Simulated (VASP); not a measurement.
# MgS (P6_3mc) in VASP: notebook

The runs below take MgS through single point, with PBE.

All numbers are computed with VASP 6.6.1; they aren't measurements. Logs are shortened: lines on timing, memory, paths and dates and some standing lists are left out, and cuts for length are marked.

### 1 The cell of the first run

The structure is hexagonal, space group P6_3mc (No. 186). Conventional cell: a = 4.040 Å, b = 4.040 Å, c = 13.080 Å, α = 90.00°, β = 90.00°, γ = 120.00°. Within 3.3 Å of Mg (site symmetry 3m) lie 4 S at 2.47 Å. Within 3.3 Å of Mg (site symmetry 3m) lie 4 S at 2.46 to 2.47 Å. S (site symmetry 3m) has 4 Mg at 2.46 to 2.47 Å within 3.3 Å. S (site symmetry 3m) has 4 Mg at 2.47 Å within 3.3 Å.

### 2 Single point, PBE

Contents of INCAR:

```
SYSTEM = MgS
ALGO     = Normal         ! electronic algorithm
EDIFF    = 1E-6           ! SCF threshold, eV
ENCUT    = 520            ! plane-wave cutoff, eV
GGA      = PE             ! functional
ISIF     = 2              ! what is computed and relaxed
ISMEAR   = 0              ! smearing method
LASPH    = .True.         ! aspherical terms in the spheres
LCHARG   = .True.         ! write CHGCAR
LELF     = .True.         ! ELF
LREAL    = .False.        ! projectors in reciprocal space
LVHAR    = .True.       
LWAVE    = .False.        ! write WAVECAR
NBANDS   = 26             ! bands
NELM     = 60             ! most SCF steps
PREC     = Accurate       ! precision mode
SIGMA    = 0.02           ! smearing width, eV
```

Contents of KPOINTS:

```
k-points
0
Gamma
  9 9 2
  0 0 0
```

Contents of POSCAR:

```
MgS
1.0
    4.0402343929      0.0000000000      0.0000000000
   -2.0201171964      3.4989456215      0.0000000000
    0.0000000000      0.0000000000     13.0802998172
Mg S
4 4
Direct
    0.0000000000      0.0000000000     -0.0002002611
    0.3333333333      0.6666666667      0.2488973844
    0.6666666667      0.3333333333      0.4997997389
    0.3333333333      0.6666666667      0.7488973844
    0.0000000000      0.0000000000      0.1882865607
    0.3333333333      0.6666666667      0.4380163160
    0.6666666667      0.3333333333      0.6882865607
    0.3333333333      0.6666666667      0.9380163160
```

Potentials or basis: VASP PAW PBE potentials, release 64 (Mg, S).

Launch:

```bash
$ cat potpaw_PBE.64/Mg/POTCAR potpaw_PBE.64/S/POTCAR > POTCAR
$ mpirun -np 1 vasp_std > vasp.out
```

OUTCAR:

```text
SYSTEM = MgS
   EDIFF = 1E-6
   ENCUT = 520
   GGA = PE
   ISIF = 2
   ISMEAR = 0
   LASPH = .True.
   LREAL = .False.
   NELM = 60
   PREC = Accurate

 ion  position               nearest neighbor table
   1  0.000  0.000  1.000-   5 2.47   8 2.47   8 2.47   8 2.47
   2  0.333  0.667  0.249-   5 2.46   5 2.46   5 2.46   6 2.47
   3  0.667  0.333  0.500-   7 2.47   6 2.47   6 2.47   6 2.47
   4  0.333  0.667  0.749-   7 2.46   7 2.46   7 2.46   8 2.47
   5  0.000  0.000  0.188-   2 2.46   2 2.46   2 2.46   1 2.47
   6  0.333  0.667  0.438-   3 2.47   3 2.47   3 2.47   2 2.47
   7  0.667  0.333  0.688-   4 2.46   4 2.46   4 2.46   3 2.47
   8  0.333  0.667  0.938-   1 2.47   1 2.47   1 2.47   4 2.47

  LATTYP: Found a hexagonal cell.
 ALAT       =     4.0402343929
 C/A-ratio  =     3.2375101405

  Lattice vectors:

 A1 = (   4.0402343929,   0.0000000000,   0.0000000000)
 A2 = (  -2.0201171964,   3.4989456215,   0.0000000000)
 A3 = (   0.0000000000,   0.0000000000,  13.0802998172)

Analysis of symmetry for initial positions (statically):
=====================================================================
 Subroutine PRICEL returns:
 Original cell was already a primitive cell.

 Routine SETGRP: Setting up the symmetry group for a
 hexagonal supercell.

 Subroutine GETGRP returns: Found 12 space group operations
 (whereof  6 operations were pure point group operations)
 out of a pool of 24 trial point group operations.

The static configuration has the point symmetry C_3v.
 The point group associated with its full space group is C_6v.

Analysis of symmetry for dynamics (positions and initial velocities):
=====================================================================
 Subroutine PRICEL returns:
 Original cell was already a primitive cell.

 Routine SETGRP: Setting up the symmetry group for a
 hexagonal supercell.

 Subroutine GETGRP returns: Found 12 space group operations
 (whereof  6 operations were pure point group operations)
 out of a pool of 24 trial point group operations.

The dynamic configuration has the point symmetry C_3v.
 The point group associated with its full space group is C_6v.

 Subroutine INISYM returns: Found 12 space group operations
 (whereof  6 operations are pure point group operations),
 and found     1 'primitive' translations

----------------------------------------------------------------------------------------

                                     Primitive cell

  volume of cell :     184.9104

  direct lattice vectors                    reciprocal lattice vectors
     4.040234393  0.000000000  0.000000000     0.247510392  0.142900192  0.000000000
    -2.020117196  3.498945621  0.000000000     0.000000000  0.285800383  0.000000000
     0.000000000  0.000000000 13.080299817     0.000000000  0.000000000  0.076450847

  length of vectors
     4.040234393  4.040234393 13.080299817     0.285800383  0.285800383  0.076450847

  position of ions in fractional coordinates (direct lattice)
     0.000000000  0.000000000  0.999799739
     0.333333333  0.666666667  0.248897384
     0.666666667  0.333333333  0.499799739
     0.333333333  0.666666667  0.748897384
     0.000000000  0.000000000  0.188286561
     0.333333333  0.666666667  0.438016316
     0.666666667  0.333333333  0.688286561
     0.333333333  0.666666667  0.938016316

  ion indices of the primitive-cell ions
   primitive index   ion index
                 1           1
                 2           2
                 3           3
                 4           4
                 5           5
                 6           6
                 7           7
                 8           8

----------------------------------------------------------------------------------------

 KPOINTS: k-points

Automatic generation of k-mesh.
 Grid dimensions read from file:
 generate k-points for:    9    9    2

 Generating k-lattice:

  Cartesian coordinates                     Fractional coordinates (reciprocal lattice)
     0.027501155  0.015877799  0.000000000     0.111111111  0.000000000  0.000000000
     0.000000000  0.031755598  0.000000000     0.000000000  0.111111111  0.000000000
     0.000000000  0.000000000  0.038225423     0.000000000  0.000000000  0.500000000

  Length of vectors
     0.031755598  0.031755598  0.038225423

  Shift w.r.t. Gamma in fractional coordinates (k-lattice)
     0.000000000  0.000000000  0.000000000

 Subroutine IBZKPT returns following result:
 ===========================================

 Found     24 irreducible k-points:

 Following reciprocal coordinates:
            Coordinates               Weight
  0.000000  0.000000  0.000000      1.000000
  0.111111 -0.000000  0.000000      6.000000
  0.222222 -0.000000  0.000000      6.000000
  0.333333  0.000000  0.000000      6.000000
  0.444444 -0.000000  0.000000      6.000000
  0.111111  0.111111  0.000000      6.000000
[... 16 lines left out ...]
  0.333333  0.222222  0.500000     12.000000
  0.333333  0.333333  0.500000      2.000000
   k-points           NKPTS =     24   k-points in BZ     NKDIM =     24   number of bands    NBANDS=     26
   number of dos      NEDOS =    301   number of ions     NIONS =      8
   total plane-waves  NPLWV =  88200
   dimension x,y,z NGX =    30 NGY =   30 NGZ =   98
   dimension x,y,z NGXF=    60 NGYF=   60 NGZF=  196
   ions per type =               4   4
   NGX,Y,Z   is equivalent  to a cutoff of  12.34, 12.34, 12.46 a.u.
   NGXF,Y,Z  is equivalent  to a cutoff of  24.69, 24.69, 24.91 a.u.
 SYSTEM =  MgS
   PREC   = accura    normal or accurate (medium, high low for compatibility)
   ISTART =      0    job   : 0-new  1-cont  2-samecut
   ICHARG =      2    charge: 1-file 2-atom 10-const
   ISPIN  =      1    spin polarized calculation?
   LNONCOLLINEAR =      F non collinear calculations
   LSORBIT =      F    spin-orbit coupling
   LASPH  =      T    aspherical Exc in radial PAW
   ENCUT  =  520.0 eV  38.22 Ry    6.18 a.u.   7.51  7.51 24.32*2*pi/ulx,y,z
   NELM   =     60;   NELMIN=  2; NELMDL= -5     # of ELM steps
   EDIFF  = 0.1E-05   stopping-criterion for ELM
   LREAL  =      F    real-space projection
   EDIFFG = 0.1E-04   stopping-criterion for IOM
   NSW    =      0    number of steps for IOM
   IBRION =     -1    ionic relax: 0-MD 1-quasi-New 2-CG
   NFREE  =      0    steps in history (QN), initial steepest desc. (CG)
   ISIF   =      2    stress and relaxation
   ISYM   =      2    0-nonsym 1-usesym 2-fastsym
   POTIM  = 0.5000    time-step for ionic-motion
   TEBEG  =    0.0;   TEEND  =   0.0 temperature during run
   PSTRESS=    0.0 pullay stress
   NELECT =      32.0000    total number of electrons
   NUPDOWN=      -1.0000    fix difference up-down
   EMIN   =  10.00;   EMAX   =-10.00  energy-range for DOS
   EFERMI =   0.00;   METHOD = LEGACY
   ISMEAR =     0;   SIGMA  =   0.02  broadening in eV -4-tet -1-fermi 0-gaus
   EFERMI_NEDOS =   21; number of points for ismear=-14 and -15
   IALGO  =     38    algorithm
   IMIX   =      4    mixing-type and parameters
     AMIX     =   0.40;   BMIX     =  1.00
     AMIX_MAG =   1.60;   BMIX_MAG =  1.00
  volume/ion in A,a.u.               =      23.11       155.98
  Fermi-wavevector in a.u.,A,eV,Ry     =   0.912300  1.723997 11.324010  0.832291
  Thomas-Fermi vector in A             =   2.036680
   LORBIT       =      0    0 simple, 1 ext, 2 COOP (PROOUT), +10 PAW based schemes
   GGA     = PE    functional components
   LHFCALC =     F    Hartree Fock is set to
   AEXX    =    0.0000 exact exchange contribution
   IVDW    =     0    specifies the selected vdW correction
   LEPSILON=     F    determine dielectric tensor
   LRPA    =     F    only Hartree local field effects (RPA)
 non-spin polarized calculation
 Gauss-broadening in eV      SIGMA  =   0.02
  energy-cutoff  :      520.00
  volume of cell :      184.91
 maximum number of plane-waves:      5023
 NGX is ok and might be reduce to    30

 number of electron      32.0000004 magnetization

 Free energy of the ion-electron system (eV)
  ---------------------------------------------------
  ext. energy  EPLUGINS =         0.00000000
  ---------------------------------------------------
  free energy    TOTEN  =       -33.92469734 eV

  energy without entropy =      -33.92469734  energy(sigma->0) =      -33.92469734

 E-fermi :   1.1363     XC(G=0):  -8.3141

 val. band max:        0.9907493992   @ k =   0.0000   0.0000   0.0000
 cond. band min:       4.3585228631   @ k =   0.0000   0.0000   0.0000
 fundamental gap:      3.3677734639
 Fermi energy:         1.1363353921

 k-point     1 :       0.0000    0.0000    0.0000
  band No.  band energies     occupation
      1     -10.2638      2.00000
      2      -9.9587      2.00000
      3      -9.9500      2.00000
      4      -9.5932      2.00000
      5      -2.1048      2.00000
      6      -0.8608      2.00000
[... 18 lines left out ...]
     25       8.6660      0.00000
     26       8.7114      0.00000

 k-point     2 :       0.1111   -0.0000    0.0000
  band No.  band energies     occupation
      1     -10.2046      2.00000
      2      -9.9112      2.00000
      3      -9.9027      2.00000
      4      -9.5625      2.00000
      5      -2.0103      2.00000
      6      -0.8971      2.00000
[... 18 lines left out ...]
     25       8.6562      0.00000
     26       8.7874      0.00000

 k-point     3 :       0.2222   -0.0000    0.0000
  band No.  band energies     occupation
      1     -10.0429      2.00000
      2      -9.7858      2.00000
      3      -9.7777      2.00000
      4      -9.4878      2.00000
      5      -1.7463      2.00000
      6      -1.1522      2.00000
[... 572 lines left out ...]
 k-point    23 :       0.3333    0.2222    0.5000
  band No.  band energies     occupation
      1      -9.5360      2.00000
      2      -9.5360      2.00000
      3      -9.4213      2.00000
      4      -9.4213      2.00000
      5      -1.6748      2.00000
      6      -1.6748      2.00000
[... 18 lines left out ...]
     25       8.9699      0.00000
     26       8.9700      0.00000

 k-point    24 :       0.3333    0.3333    0.5000
  band No.  band energies     occupation
      1      -9.4528      2.00000
      2      -9.4528      2.00000
      3      -9.4488      2.00000
      4      -9.4488      2.00000
      5      -1.5225      2.00000
      6      -1.5225      2.00000
[... 18 lines left out ...]
     25       9.2334      0.00000
     26       9.2359      0.00000

------------------------ aborting loop because EDIFF is reached ----------------------------------------

  FORCE on cell =-STRESS in cart. coord.  units (eV):
  Direction    XX          YY          ZZ          XY          YZ          ZX
  --------------------------------------------------------------------------------------
  -------------------------------------------------------------------------------------
  Total       -0.1725217     -0.1725217     -0.1616474     -0.0000000      0.0000000      0.0000000
  in kB       -1.4948339     -1.4948339     -1.4006118     -0.0000000      0.0000000      0.0000000
  external PRESSURE =      -1.4634266 kB  Pullay stress =       0.0000000 kB

 VOLUME and BASIS-vectors are now :
 -----------------------------------------------------------------------------
  energy-cutoff  :      520.00
  volume of cell :      184.91
      direct lattice vectors                 reciprocal lattice vectors
     4.040234393  0.000000000  0.000000000     0.247510392  0.142900192  0.000000000
    -2.020117196  3.498945621  0.000000000     0.000000000  0.285800383  0.000000000
     0.000000000  0.000000000 13.080299817     0.000000000  0.000000000  0.076450847

 POSITION                                       TOTAL-FORCE (eV/Angst)
 -----------------------------------------------------------------------------------
      0.00000      0.00000     13.07768         0.000000     -0.000000      0.000363
     -0.00000      2.33263      3.25565        -0.000000      0.000000      0.000609
      2.02012      1.16632      6.53753        -0.000000      0.000000      0.000363
     -0.00000      2.33263      9.79580         0.000000     -0.000000      0.000609
      0.00000      0.00000      2.46284        -0.000000      0.000000     -0.000368
     -0.00000      2.33263      5.72938         0.000000      0.000000     -0.000604
      2.02012      1.16632      9.00299         0.000000     -0.000000     -0.000368
     -0.00000      2.33263     12.26953        -0.000000      0.000000     -0.000604
 -----------------------------------------------------------------------------------
    total drift:                                0.000000     -0.000000      0.000002

  FREE ENERGIE OF THE ION-ELECTRON SYSTEM (eV)
  ---------------------------------------------------
  free  energy   TOTEN  =       -33.9246973439 eV

  energy  without entropy=      -33.9246973439  energy(sigma->0) =      -33.92469734
```

It took 58 s on 1 thread of Intel Xeon 6975P-C (Granite Rapids), shared host; peak memory 0.32 GiB.

Results:

```
Free energy            : -33.9247 eV
Pressure               : -0.1 GPa
Band gap on the k mesh : 3.37 eV, direct
```

Levels at points of the mesh, in eV from the valence-band top:
```csv
k point,band 12,band 13,band 14,band 15,band 16,band 17,band 18,band 19,band 20,band 21
"(0.00, 0.00, 0.00)",-0.22,-0.22,-0.05,-0.05,0.00,3.37,4.79,4.87,4.96,7.52
"(0.00, 0.00, 0.50)",-0.36,-0.11,-0.11,-0.11,-0.11,4.03,4.03,4.95,4.95,7.65
```

A k mesh can miss the band edges. As with any semilocal functional, this PBE gap is likely too small.

### 3 Single point, PBE

This run uses another cell than the first one: it holds 16 atoms, not 8.

Contents of INCAR:

```
ALGO = Normal
EDIFF = 1E-6
ENCUT = 520
GGA = PE
ISIF = 2
ISMEAR = 0
LASPH = T
LCHARG = T
LELF = T
LREAL = Auto
LVHAR = T
LWAVE = F
NBANDS = 46
NELM = 100
PREC = Accurate
SIGMA = 0.02
```

Contents of KPOINTS:

```
k-points
0
Gamma
  9 9 1
```

Contents of POSCAR:

```
MgS
1.0
    4.0492397315      0.0000000000      0.0000000000
   -2.0246198657      3.5067444735      0.0000000000
    0.0000000000      0.0000000000     26.0502453691
Mg S
8 8
Direct
    0.0000000000      0.0000000000     -0.0009043158
    0.3333333333      0.6666666667      0.1247655338
    0.0000000000      0.0000000000      0.2495349843
    0.3333333333      0.6666666667      0.3743421818
    0.0000000000      0.0000000000      0.4990956842
    0.6666666667      0.3333333333      0.6247655338
    0.0000000000      0.0000000000      0.7495349843
    0.6666666667      0.3333333333      0.8743421818
    0.0000000000      0.0000000000      0.0942396090
    0.3333333333      0.6666666667      0.2195359658
    0.0000000000      0.0000000000      0.3443421172
    0.3333333333      0.6666666667      0.4691439240
    0.0000000000      0.0000000000      0.5942396090
    0.6666666667      0.3333333333      0.7195359658
    0.0000000000      0.0000000000      0.8443421172
    0.6666666667      0.3333333333      0.9691439240
```

Potentials or basis: VASP PAW PBE potentials, release 64 (Mg, S).

Launch:

```bash
$ cat potpaw_PBE.64/Mg/POTCAR potpaw_PBE.64/S/POTCAR > POTCAR
$ mpirun -np 1 vasp_std > vasp.out
```

Run time: 3.1 min. Hardware: 1 thread of Intel Xeon 6975P-C (Granite Rapids), shared host; peak memory 0.46 GiB.

The run converged. Its results:

```
Free energy            : -67.8882 eV
Pressure               : -0.2 GPa
Largest force          : 0.010 eV/Å
Band gap on the k mesh : 3.36 eV, direct
```

Forces on the atoms (eV/Å):
```
Mg   0.000  0.000  0.005
Mg   0.000  0.000  0.006
Mg   0.000  0.000  0.002
Mg   0.000  0.000  0.003
Mg   0.000  0.000  0.005
Mg   0.000  0.000  0.006
Mg   0.000  0.000  0.002
Mg   0.000  0.000  0.003
S    0.000  0.000 -0.010
S    0.000  0.000  0.001
S    0.000  0.000 -0.003
S    0.000  0.000 -0.005
S    0.000  0.000 -0.010
S    0.000  0.000  0.001
S    0.000  0.000 -0.003
S    0.000  0.000 -0.005
```

Levels at points of the mesh, in eV from the valence-band top:
| k point | band 29 | band 30 | band 31 | band 32 | band 33 | band 34 | band 35 | band 36 |
| --- | --- | --- | --- | --- | --- | --- | --- | --- |
| (0.00, 0.00, 0.00) | -0.14 | -0.09 | -0.09 | 0.00 | 3.36 | 4.00 | 4.07 | 4.74 |
